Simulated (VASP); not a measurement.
# MgS (Fm-3m) in VASP: a series of runs

MgS is run at these levels: LDA; tasks: single point.

All numbers are computed with VASP 6.6.1; they aren't measurements. Logs are shortened: lines on timing, memory, paths and dates and some standing lists are left out, and cuts for length are marked.

**1. The cell of the first run**

The structure is cubic, space group Fm-3m (No. 225). The conventional cell has a = 4.964 Å, b = 4.964 Å, c = 4.964 Å, α = 90.00°, β = 90.00°, γ = 90.00°. Mg (site symmetry m-3m) has 6 S at 2.48 Å within 3.3 Å. Within 3.3 Å of S (site symmetry m-3m) lie 6 Mg at 2.48 Å.

**2. Single point, LDA**

INCAR reads:

```
SYSTEM = MgS
ALGO     = Normal         ! electronic algorithm
EDIFF    = 1E-7           ! SCF threshold, eV
ENCUT    = 520            ! plane-wave cutoff, eV
ISIF     = 2              ! what is computed and relaxed
ISMEAR   = 0              ! smearing method
LASPH    = .True.         ! aspherical terms in the spheres
LCHARG   = .False.        ! write CHGCAR
LREAL    = .False.        ! projectors in reciprocal space
LWAVE    = .False.        ! write WAVECAR
NBANDS   = 11             ! bands
NELM     = 100            ! most SCF steps
PREC     = Accurate       ! precision mode
SIGMA    = 0.01           ! smearing width, eV
```

KPOINTS reads:

```
k-points
0
Gamma
  8 8 8
  0 0 0
```

POSCAR reads:

```
MgS
1.0
    2.4819229728      2.4819229728      0.0000000000
   -2.4819229728      2.4819229728      0.0000000000
    0.0000000000      2.4819229728      2.4819229728
Mg S
1 1
Direct
    0.0000000000      0.0000000000      0.0000000000
    0.5000000000      0.5000000000      0.0000000000
```

Potentials or basis: VASP PAW LDA potentials, release 64 (Mg, S).

Run with:

```bash
> cat potpaw_LDA.64/Mg/POTCAR potpaw_LDA.64/S/POTCAR > POTCAR
> mpirun -np 1 vasp_std > vasp.out
```

OUTCAR:

```text
SYSTEM = MgS
   EDIFF = 1E-7
   ENCUT = 520
   ISIF = 2
   ISMEAR = 0
   LASPH = .True.
   LREAL = .False.
   NELM = 100
   PREC = Accurate

 ion  position               nearest neighbor table
   1  0.000  0.000  0.000-   2 2.48   2 2.48   2 2.48   2 2.48   2 2.48   2 2.48
   2  0.500  0.500  0.000-   1 2.48   1 2.48   1 2.48   1 2.48   1 2.48   1 2.48

  LATTYP: Found a face centered cubic cell.
 ALAT       =     4.9638459456

  Lattice vectors:

 A1 = (   0.0000000000,   2.4819229728,   2.4819229728)
 A2 = (   2.4819229728,   0.0000000000,   2.4819229728)
 A3 = (   2.4819229728,   2.4819229728,   0.0000000000)

Analysis of symmetry for initial positions (statically):
=====================================================================
 Subroutine PRICEL returns:
 Original cell was already a primitive cell.

 Routine SETGRP: Setting up the symmetry group for a
 face centered cubic supercell.

 Subroutine GETGRP returns: Found 48 space group operations
 (whereof 48 operations were pure point group operations)
 out of a pool of 48 trial point group operations.

The static configuration has the point symmetry O_h .

Analysis of symmetry for dynamics (positions and initial velocities):
=====================================================================
 Subroutine PRICEL returns:
 Original cell was already a primitive cell.

 Routine SETGRP: Setting up the symmetry group for a
 face centered cubic supercell.

 Subroutine GETGRP returns: Found 48 space group operations
 (whereof 48 operations were pure point group operations)
 out of a pool of 48 trial point group operations.

The dynamic configuration has the point symmetry O_h .

 Subroutine INISYM returns: Found 48 space group operations
 (whereof 48 operations are pure point group operations),
 and found     1 'primitive' translations

----------------------------------------------------------------------------------------

                                     Primitive cell

  volume of cell :      30.5770

  direct lattice vectors                    reciprocal lattice vectors
     2.481922973  2.481922973  0.000000000     0.201456695  0.201456695 -0.201456695
    -2.481922973  2.481922973  0.000000000    -0.201456695  0.201456695 -0.201456695
     0.000000000  2.481922973  2.481922973     0.000000000  0.000000000  0.402913391

  length of vectors
     3.509969129  3.509969129  3.509969129     0.348933232  0.348933232  0.402913391

  position of ions in fractional coordinates (direct lattice)
     0.000000000  0.000000000  0.000000000
     0.500000000  0.500000000  0.000000000

  ion indices of the primitive-cell ions
   primitive index   ion index
                 1           1
                 2           2

----------------------------------------------------------------------------------------

 KPOINTS: k-points

Automatic generation of k-mesh.
 Grid dimensions read from file:
 generate k-points for:    8    8    8

 Generating k-lattice:

  Cartesian coordinates                     Fractional coordinates (reciprocal lattice)
     0.025182087  0.025182087 -0.025182087     0.125000000  0.000000000  0.000000000
    -0.025182087  0.025182087 -0.025182087     0.000000000  0.125000000  0.000000000
     0.000000000  0.000000000  0.050364174     0.000000000  0.000000000  0.125000000

  Length of vectors
     0.043616654  0.043616654  0.050364174

  Shift w.r.t. Gamma in fractional coordinates (k-lattice)
     0.000000000  0.000000000  0.000000000

 Subroutine IBZKPT returns following result:
 ===========================================

 Found     29 irreducible k-points:

 Following reciprocal coordinates:
            Coordinates               Weight
  0.000000  0.000000  0.000000      1.000000
  0.125000  0.000000  0.000000      8.000000
  0.250000  0.000000  0.000000      8.000000
  0.375000  0.000000  0.000000      8.000000
  0.500000  0.000000  0.000000      4.000000
  0.125000  0.125000  0.000000     12.000000
[... 16 lines left out ...]
  0.375000  0.250000  0.125000     48.000000
  0.500000  0.250000  0.125000     24.000000
 [... further k-points ...]
   k-points           NKPTS =     29   k-points in BZ     NKDIM =     29   number of bands    NBANDS=     11
   number of dos      NEDOS =    301   number of ions     NIONS =      2
   total plane-waves  NPLWV =  21952
   dimension x,y,z NGX =    28 NGY =   28 NGZ =   28
   dimension x,y,z NGXF=    56 NGYF=   56 NGZF=   56
   ions per type =               1   1
   NGX,Y,Z   is equivalent  to a cutoff of  13.26, 13.26, 13.26 a.u.
   NGXF,Y,Z  is equivalent  to a cutoff of  26.52, 26.52, 26.52 a.u.
 SYSTEM =  MgS
   PREC   = accura    normal or accurate (medium, high low for compatibility)
   ISTART =      0    job   : 0-new  1-cont  2-samecut
   ICHARG =      2    charge: 1-file 2-atom 10-const
   ISPIN  =      1    spin polarized calculation?
   LNONCOLLINEAR =      F non collinear calculations
   LSORBIT =      F    spin-orbit coupling
   LASPH  =      T    aspherical Exc in radial PAW
   ENCUT  =  520.0 eV  38.22 Ry    6.18 a.u.   6.53  6.53  6.53*2*pi/ulx,y,z
   NELM   =    100;   NELMIN=  2; NELMDL= -5     # of ELM steps
   EDIFF  = 0.1E-06   stopping-criterion for ELM
   LREAL  =      F    real-space projection
   EDIFFG = 0.1E-05   stopping-criterion for IOM
   NSW    =      0    number of steps for IOM
   IBRION =     -1    ionic relax: 0-MD 1-quasi-New 2-CG
   NFREE  =      0    steps in history (QN), initial steepest desc. (CG)
   ISIF   =      2    stress and relaxation
   ISYM   =      2    0-nonsym 1-usesym 2-fastsym
   POTIM  = 0.5000    time-step for ionic-motion
   TEBEG  =    0.0;   TEEND  =   0.0 temperature during run
   PSTRESS=    0.0 pullay stress
   NELECT =       8.0000    total number of electrons
   NUPDOWN=      -1.0000    fix difference up-down
   EMIN   =  10.00;   EMAX   =-10.00  energy-range for DOS
   EFERMI =   0.00;   METHOD = LEGACY
   ISMEAR =     0;   SIGMA  =   0.01  broadening in eV -4-tet -1-fermi 0-gaus
   EFERMI_NEDOS =   21; number of points for ismear=-14 and -15
   IALGO  =     38    algorithm
   IMIX   =      4    mixing-type and parameters
     AMIX     =   0.40;   BMIX     =  1.00
     AMIX_MAG =   1.60;   BMIX_MAG =  1.00
  volume/ion in A,a.u.               =      15.29       103.17
  Fermi-wavevector in a.u.,A,eV,Ry     =   1.047064  1.978664 14.916650  1.096343
  Thomas-Fermi vector in A             =   2.181928
   LORBIT       =      0    0 simple, 1 ext, 2 COOP (PROOUT), +10 PAW based schemes
   GGA     = CA    functional components
   LHFCALC =     F    Hartree Fock is set to
   AEXX    =    0.0000 exact exchange contribution
   IVDW    =     0    specifies the selected vdW correction
   LEPSILON=     F    determine dielectric tensor
   LRPA    =     F    only Hartree local field effects (RPA)
 non-spin polarized calculation
 Gauss-broadening in eV      SIGMA  =   0.01
  energy-cutoff  :      520.00
  volume of cell :       30.58
 maximum number of plane-waves:       869
 NGX is ok and might be reduce to    28
   NGX = 13   NGY = 13   NGZ = 13

 number of electron       8.0000001 magnetization

 Free energy of the ion-electron system (eV)
  ---------------------------------------------------
  ext. energy  EPLUGINS =         0.00000000
  ---------------------------------------------------
  free energy    TOTEN  =        -9.51247847 eV

  energy without entropy =       -9.51247847  energy(sigma->0) =       -9.51247847

 E-fermi :   5.0811     XC(G=0): -10.5820

 val. band max:        4.9572202403   @ k =   0.0000   0.0000   0.0000
 cond. band min:       7.8065870614   @ k =   0.5000   0.5000   0.0000
 fundamental gap:      2.8493668212
 Fermi energy:         5.0810652467

 k-point     1 :       0.0000    0.0000    0.0000
  band No.  band energies     occupation
      1      -8.5762      2.00000
      2       4.9572      2.00000
      3       4.9572      2.00000
      4       4.9572      2.00000
      5       9.6651      0.00000
      6      12.6581      0.00000
      7      12.6581      0.00000
      8      12.6581      0.00000
      9      15.3447      0.00000
     10      15.3447      0.00000
     11      17.6159      0.00000

 k-point     2 :       0.1250    0.0000    0.0000
  band No.  band energies     occupation
      1      -8.3869      2.00000
      2       3.7814      2.00000
      3       4.8195      2.00000
      4       4.8195      2.00000
      5      10.3635      0.00000
      6      12.5104      0.00000
      7      12.9764      0.00000
      8      12.9764      0.00000
      9      14.7688      0.00000
     10      14.7688      0.00000
     11      18.3799      0.00000

 k-point     3 :       0.2500    0.0000    0.0000
  band No.  band energies     occupation
      1      -7.8643      2.00000
      2       1.7250      2.00000
      3       4.5260      2.00000
      4       4.5260      2.00000
      5      10.1945      0.00000
      6      12.7475      0.00000
      7      12.7475      0.00000
      8      14.0123      0.00000
      9      15.3622      0.00000
     10      15.3622      0.00000
     11      17.5489      0.00000

 k-point     4 :       0.3750    0.0000    0.0000
  band No.  band energies     occupation
      1      -7.1957      2.00000
      2      -0.0267      2.00000
      3       4.2733      2.00000
      4       4.2733      2.00000
      5       9.7064      0.00000
      6      12.0922      0.00000
      7      12.0922      0.00000
      8      16.0839      0.00000
      9      16.9841      0.00000
     10      17.5247      0.00000
     11      17.5247      0.00000
[... 239 lines left out ...]
 k-point    22 :       0.2500    0.2500    0.1250
  band No.  band energies     occupation
      1      -7.4470      2.00000
      2       1.4311      2.00000
      3       3.1236      2.00000
      4       4.0840      2.00000
      5      11.1357      0.00000
      6      11.1852      0.00000
      7      12.3984      0.00000
      8      14.6665      0.00000
      9      15.2835      0.00000
     10      18.4933      0.00000
     11      20.7282      0.00000

 k-point    23 :       0.3750    0.2500    0.1250
  band No.  band energies     occupation
      1      -6.8701      2.00000
      2       0.3565      2.00000
      3       2.4846      2.00000
      4       3.6958      2.00000
      5      10.7258      0.00000
      6      11.4644      0.00000
      7      12.9463      0.00000
      8      14.4620      0.00000
      9      17.1950      0.00000
     10      19.9635      0.00000
     11      20.7339      0.00000

 k-point    24 :       0.5000    0.2500    0.1250
  band No.  band energies     occupation
      1      -6.5793      2.00000
      2      -0.1694      2.00000
      3       2.3229      2.00000
      4       3.5031      2.00000
      5      10.6512      0.00000
      6      11.1869      0.00000
      7      13.6634      0.00000
      8      14.9152      0.00000
      9      17.6786      0.00000
     10      19.2909      0.00000
     11      21.1834      0.00000

 [... further k-points ...]

------------------------ aborting loop because EDIFF is reached ----------------------------------------

  FORCE on cell =-STRESS in cart. coord.  units (eV):
  Direction    XX          YY          ZZ          XY          YZ          ZX
  --------------------------------------------------------------------------------------
  -------------------------------------------------------------------------------------
  Total        1.7899766      1.7899766      1.7899766      0.0000000      0.0000000     -0.0000000
  in kB       93.7914055     93.7914055     93.7914055      0.0000000      0.0000000     -0.0000000
  external PRESSURE =      93.7914055 kB  Pullay stress =       0.0000000 kB

 VOLUME and BASIS-vectors are now :
 -----------------------------------------------------------------------------
  energy-cutoff  :      520.00
  volume of cell :       30.58
      direct lattice vectors                 reciprocal lattice vectors
     2.481922973  2.481922973  0.000000000     0.201456695  0.201456695 -0.201456695
    -2.481922973  2.481922973  0.000000000    -0.201456695  0.201456695 -0.201456695
     0.000000000  2.481922973  2.481922973     0.000000000  0.000000000  0.402913391

 POSITION                                       TOTAL-FORCE (eV/Angst)
 -----------------------------------------------------------------------------------
      0.00000      0.00000      0.00000        -0.000000      0.000000      0.000000
      0.00000      2.48192      0.00000         0.000000     -0.000000      0.000000
 -----------------------------------------------------------------------------------
    total drift:                               -0.000000      0.000000     -0.000000

  FREE ENERGIE OF THE ION-ELECTRON SYSTEM (eV)
  ---------------------------------------------------
  free  energy   TOTEN  =        -9.5124784690 eV

  energy  without entropy=       -9.5124784690  energy(sigma->0) =       -9.51247847
```

Run time: 9.7 s. Hardware: 1 thread of Intel Xeon Platinum 8259CL at 2.50GHz (Skylake/Cascade Lake), shared host; peak memory 0.14 GiB.

What came out:

| Property | Result |
| --- | --- |
| Free energy | -9.5125 eV |
| Pressure | 9.4 GPa |
| Band gap on the k mesh | 2.85 eV, indirect (least direct gap 4.71 eV) |

[end of part 1 of 2]
